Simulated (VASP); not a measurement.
Set up this calculation in VASP 6.6.1, as the native input.

```yaml
Task: single point
Functional: PBE
Potentials_or_basis: VASP PAW PBE potentials, release 64 (Se, Si, Tl_d)
Cutoff: 520 eV
k_mesh: 6 × 6 × 6
Occupations: methfessel-paxton, width 0.1199 eV
Spin: no spin polarisation
Dipole_correction: no
Further_INCAR_settings: ALGO = Normal; EDIFF = 1e-06; NBANDS = 39
```

The structure of TlSiSe2 lies in POSCAR:

```
TlSiSe2
1.0
   -3.6021499915      3.6021499915      3.5702759270
    3.6021499915     -3.6021499915      3.5702759270
    3.6021499915      3.6021499915     -3.5702759270
Se Si Tl
4 2 2
Direct
    0.7239225873      0.2239225873      0.9478451747
    0.2239225873      0.2760774127      0.5000000000
    0.2760774127      0.7760774127      0.0521548253
    0.7760774127      0.7239225873      0.5000000000
    0.2500000000      0.2500000000      0.0000000000
    0.7500000000      0.7500000000      0.0000000000
    0.7500000000      0.2500000000      0.5000000000
    0.2500000000      0.7500000000      0.5000000000
```

One way to write it, as run:

INCAR

```
PREC = Accurate
ENCUT = 520
EDIFF = 1E-6
ISMEAR = 1
SIGMA = 0.1199
LREAL = False
LASPH = True
NELM = 100
ALGO = Normal
ISIF = 2
LWAVE = False
LCHARG = False
GGA = PE
NBANDS = 39
```

KPOINTS

```
Automatic mesh
0
Gamma
  6 6 6
```

Potentials or basis: VASP PAW PBE potentials, release 64 (Se, Si, Tl_d).

Command:

```console
$ cat potpaw_PBE.64/Se/POTCAR potpaw_PBE.64/Si/POTCAR potpaw_PBE.64/Tl_d/POTCAR > POTCAR
$ mpirun -np 1 vasp_std > vasp.out
```

Results of the run:

```
Pressure               : 0.0 GPa
Largest force          : 0.004 eV/Å
Band gap on the k mesh : zero (bands 29 and 30 overlap by 0.46 eV)
```

Caveat: spin-orbit coupling is left out, which moves the levels of the heavy elements.

Wall time 110 s on 1 thread of Intel(R) Xeon(R) Platinum 8488C (Sapphire Rapids), with other jobs on the host, peak memory 0.44 GiB.
